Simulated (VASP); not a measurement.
Input of a VASP 6.6.1 run:

INCAR

```
SYSTEM = Na2ZrO2
ALGO     = Normal         ! electronic algorithm
EDIFF    = 1E-7           ! SCF threshold, eV
ENCUT    = 520            ! plane-wave cutoff, eV
GGA      = PE             ! functional
ISIF     = 2              ! what is computed and relaxed
ISMEAR   = 0              ! smearing method
LASPH    = .TRUE.         ! aspherical terms in the spheres
LCHARG   = .FALSE.        ! write CHGCAR
LREAL    = .FALSE.        ! projectors in reciprocal space
LWAVE    = .FALSE.        ! write WAVECAR
NBANDS   = 27             ! bands
NELM     = 80             ! most SCF steps
PREC     = Accurate       ! precision mode
SIGMA    = 0.1            ! smearing width, eV
```

The input KPOINTS:

```
k-points
0
G
  6 6 4
  0 0 0
```

File POSCAR:

```
Na2ZrO2
1.0
    3.2117372083      0.0000000026      0.0000000000
   -1.6058686064      2.7814460114      0.0000000000
    0.0000000000      0.0000000000      8.8886063695
Na Zr O
2 1 2
Direct
    0.3333333333      0.6666666667      0.6742231152
    0.6666666667      0.3333333333      0.3257768848
    0.0000000000      0.0000000000      0.0000000000
    0.6666666667      0.3333333333      0.8613614422
    0.3333333333      0.6666666667      0.1386385578
```

Potentials or basis: VASP PAW PBE potentials, release 64 (Na_pv, Zr_sv, O).

Launch:

```sh
$ cat potpaw_PBE.64/Na_pv/POTCAR potpaw_PBE.64/Zr_sv/POTCAR potpaw_PBE.64/O/POTCAR > POTCAR
$ mpirun -np 1 vasp_std > vasp.out
```

**Question.** Predict the largest force.

**Answer.** 0.052 eV/Å.

**Question.** Predict the pressure.

**Answer.** 0.2 GPa.

**Question.** Predict the band gap on the k mesh.

**Answer.** Zero (band 19 reaches 6.69 eV, above the bottom of band 20 at 5.01 eV).

Stress tensor (GPa, compression positive):
```
0.18 0.00 0.00
0.00 0.18 0.00
0.00 0.00 0.28
```

Caveat: the k points lie up to 0.38 Å⁻¹ apart.
